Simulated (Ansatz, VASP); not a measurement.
Two plane-wave programs on GaAs

INCAR

```
SYSTEM = GaAs
PREC = Accurate
ENCUT = 500
EDIFF = 1E-6
ISMEAR = 0
SIGMA = 0.01
LREAL = .False.
LASPH = .True.
NELM = 120
ALGO = Normal
ISIF = 2
LWAVE = .False.
LCHARG = .False.
GGA = PE
NBANDS = 16
GGA_COMPAT = .False.
```

Contents of KPOINTS:

```
regular mesh
0
Gamma
  5 5 5
  0 0 0
```

POSCAR

```
GaAs
1.0
    0.0000000000      2.8268500000      2.8268500000
    2.8268500000      0.0000000000      2.8268500000
    2.8268500000      2.8268500000      0.0000000000
Ga As
1 1
Direct
    0.0000000000      0.0000000000      0.0000000000
    0.2500000000      0.2500000000      0.2500000000
```

Input for Ansatz:

```yaml
crystal:
  lattice:
    - [0.0, 2.82685, 2.82685]
    - [2.82685, 0.0, 2.82685]
    - [2.82685, 2.82685, 0.0]
  atoms:
    - { symbol: Ga, position: [0.0, 0.0, 0.0] }
    - { symbol: As, position: [0.25, 0.25, 0.25] }
kpoints:
  mp_grid:
    grid: [5, 5, 5]
  band_path:
    path:
      - [-0.375, 0.0, 0.375]
      - [0.0, 0.0, 0.0]
      - [0.0, 0.0, 0.5]
      - [-0.5, -0.25, 0.25]
      - [-0.5, -0.5, 0.0]
    npoints: 6
hamiltonian:
  xc: pbe
scf:
  n_extra_bands: 6
  occupations:
    method: fixed
output:
  forces: true
```

Alike in both runs: task single point; functional PBE; k mesh 5 × 5 × 5; no spin polarisation.

```csv
,VASP,Ansatz
version,VASP 6.6.1,Ansatz 0.2.0
potentials or method,"VASP PAW PBE potentials, release 64 (Ga_d, As)","plane waves, PAW"
plane-wave cutoff (eV),500,420
occupations,"gaussian, width 0.01 eV",fixed
valence electrons in the cell,18,28
```

Ansatz gave:

* gap on the k mesh at the Fermi level (eV): 0.51

Problem. Estimate VASP's values.

Solution. gap on the k mesh at the Fermi level (eV): 0.52.

VASP's potentials hold 18 valence electrons a cell and Ansatz's 28, so a difference there can come from the potentials and not from the codes.
